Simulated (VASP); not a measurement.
Wanted: the native input for a VASP 6.6.1 run.

* Task: G0W0 quasiparticle levels
* Functional: PBE
* Potentials or basis: VASP PAW PBE potentials, release 64 (Li_GW, S_GW, Tl_d_GW)
* Cutoff: 500 eV
* k mesh: 4 × 4 × 2
* Occupations: gaussian, width 0.01 eV
* Spin: no spin polarisation
* Dipole correction: no
* GW scheme: G0W0
* GW iterations: 1
* Cutoff of the response function: 80
* Frequency points: 96
* Empty bands: 153
* Further INCAR settings: ALGO = EVGW0; EDIFF = 1e-08; NBANDS = 167

LiTlS2:

```xyz
4
Lattice="4.0668 0.0000 0.0000 0.0000 4.0668 0.0000 0.0000 0.0000 5.7188" Properties=species:S:1:pos:R:3 pbc="T T T"
Li    0.0000    0.0000    0.0000
S     0.0000    2.0334    1.3205
S     2.0334    0.0000    4.3983
Tl    2.0334    2.0334    2.8594
```

These files were run (other wordings do the same):

POSCAR

```
LiTlS2
1.0
    4.0667718535      0.0000000000      0.0000000000
    0.0000000000      4.0667718535      0.0000000000
    0.0000000000      0.0000000000      5.7187778076
Li S Tl
1 2 1
Direct
    0.0000000000      0.0000000000      0.0000000000
    0.0000000000      0.5000000000      0.2309016898
    0.5000000000      0.0000000000      0.7690983102
    0.5000000000      0.5000000000      0.5000000000
```

INCAR.step1

```
SYSTEM = LiTlS2
ALGO     = Normal         ! electronic algorithm
EDIFF    = 1E-8           ! SCF threshold, eV
ENCUT    = 500            ! plane-wave cutoff, eV
GGA      = PE             ! functional
ISMEAR   = 0              ! smearing method
LASPH    = .TRUE.         ! aspherical terms in the spheres
LCHARG   = .FALSE.        ! write CHGCAR
LREAL    = .FALSE.        ! projectors in reciprocal space
LWAVE    = .TRUE.         ! write WAVECAR
NELM     = 80             ! most SCF steps
PREC     = Accurate       ! precision mode
SIGMA    = 0.01           ! smearing width, eV
```

INCAR.step2

```
SYSTEM = LiTlS2
ALGO     = Exact          ! electronic algorithm
EDIFF    = 1E-8           ! SCF threshold, eV
ENCUT    = 500            ! plane-wave cutoff, eV
GGA      = PE             ! functional
ISMEAR   = 0              ! smearing method
ISTART   = 1            
LASPH    = .TRUE.         ! aspherical terms in the spheres
LCHARG   = .FALSE.        ! write CHGCAR
LOPTICS  = .TRUE.         ! frequency-dependent dielectric function
LREAL    = .FALSE.        ! projectors in reciprocal space
LWAVE    = .TRUE.         ! write WAVECAR
NBANDS   = 167            ! bands
NELM     = 1              ! most SCF steps
PREC     = Accurate       ! precision mode
SIGMA    = 0.01           ! smearing width, eV
```

INCAR.step3

```
SYSTEM = LiTlS2
ALGO     = EVGW0          ! electronic algorithm
EDIFF    = 1E-8           ! SCF threshold, eV
ENCUT    = 500            ! plane-wave cutoff, eV
ENCUTGW  = 80.0           ! cutoff of the response function
GGA      = PE             ! functional
ISMEAR   = 0              ! smearing method
ISTART   = 1            
LASPH    = .TRUE.         ! aspherical terms in the spheres
LCHARG   = .FALSE.        ! write CHGCAR
LREAL    = .FALSE.        ! projectors in reciprocal space
LWAVE    = .FALSE.        ! write WAVECAR
NBANDS   = 167            ! bands
NBANDSGW = 22           
NELMGW   = 1            
NOMEGA   = 96             ! frequency points
OMEGAMAX = 20           
PREC     = Accurate       ! precision mode
PRECFOCK = Fast         
SIGMA    = 0.01           ! smearing width, eV
```

KPOINTS

```
k-points
0
G
  4 4 2
  0 0 0
```

Potentials or basis: VASP PAW PBE potentials, release 64 (Li_GW, S_GW, Tl_d_GW).

Command:

```bash
$ cat potpaw_PBE.64/Li_GW/POTCAR potpaw_PBE.64/S_GW/POTCAR potpaw_PBE.64/Tl_d_GW/POTCAR > POTCAR
$ cp INCAR.step1 INCAR
$ mpirun -np 1 vasp_std > vasp.out
$ cp INCAR.step2 INCAR
$ mpirun -np 1 vasp_std > vasp.out
$ cp INCAR.step3 INCAR
$ mpirun -np 1 vasp_std > vasp.out
```

It gave:

- Quasiparticle gap: 1.65 eV
- Least direct quasiparticle gap: 1.65 eV
- Band gap of the starting levels on the mesh: 0.92 eV
- Least direct gap of the starting levels on the mesh: 0.92 eV

Caveat: the k points lie up to 0.55 Å⁻¹ apart; bands, screening cutoff and mesh are small and nothing is extrapolated, so the quasiparticle values aren't converged; spin-orbit coupling is left out, which moves the levels of the heavy elements.

Run time: 8.6 min on 1 thread of Intel(R) Xeon(R) 6975P-C (Granite Rapids) (shared host), peak memory 1.7 GiB.
